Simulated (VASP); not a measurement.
MgF2:

```
CELL_PARAMETERS angstrom
4.63665 0.00000 0.00000
0.00000 4.63665 0.00000
0.00000 0.00000 3.02592
ATOMIC_POSITIONS crystal
Mg 0.00000 0.00000 0.00000
Mg 0.50000 0.50000 0.50000
F 0.30280 0.30280 0.00000
F 0.19720 0.80280 0.50000
F 0.69720 0.69720 0.00000
F 0.80280 0.19720 0.50000
```

```yaml
Program: VASP 6.6.1
Task: relaxation of cell and atoms
Functional: PBE
Potentials_or_basis: VASP PAW PBE potentials, release 64 (Mg, F)
Cutoff: 600 eV
k_mesh: 6 × 6 × 10
Occupations: gaussian, width 0.05 eV
Spin: no spin polarisation
```

At the start: pressure 4.0 GPa; volume 10.84 Å³/atom.

**Question.** Where does the relaxation end?

**Answer.** Over 5 steps the energy falls by 5.4 meV/atom and the volume is 11.27 Å³/atom (+3.9 %); space group P4_2/mnm (No. 136, to 0.1 Å) before and after.

Step by step:
| step | energy change (eV) | largest force (eV/Å) | pressure (GPa) | volume (Å³) |
| --- | --- | --- | --- | --- |
| 1 | 0.0000 | 0.0353 | 4.00 | 65.05 |
| 2 | -0.0316 | 0.0539 | -0.11 | 67.63 |
| 3 | -0.0316 | 0.0519 | -0.01 | 67.57 |
| 4 | -0.0321 | 0.0283 | -0.02 | 67.59 |
| 5 | -0.0324 | 0.0031 | -0.02 | 67.61 |

Final structure:
```yaml
crystal:
  lattice:
    - [4.68350, 0.00000, 0.00000]
    - [0.00000, 4.68350, 0.00000]
    - [0.00000, 0.00000, 3.08213]
  atoms:
    - { symbol: Mg, position: [0.00000, 0.00000, 0.00000] }
    - { symbol: Mg, position: [0.50000, 0.50000, 0.50000] }
    - { symbol: F, position: [0.30341, 0.30341, 0.00000] }
    - { symbol: F, position: [0.19659, 0.80341, 0.50000] }
    - { symbol: F, position: [0.69659, 0.69659, 0.00000] }
    - { symbol: F, position: [0.80341, 0.19659, 0.50000] }
```
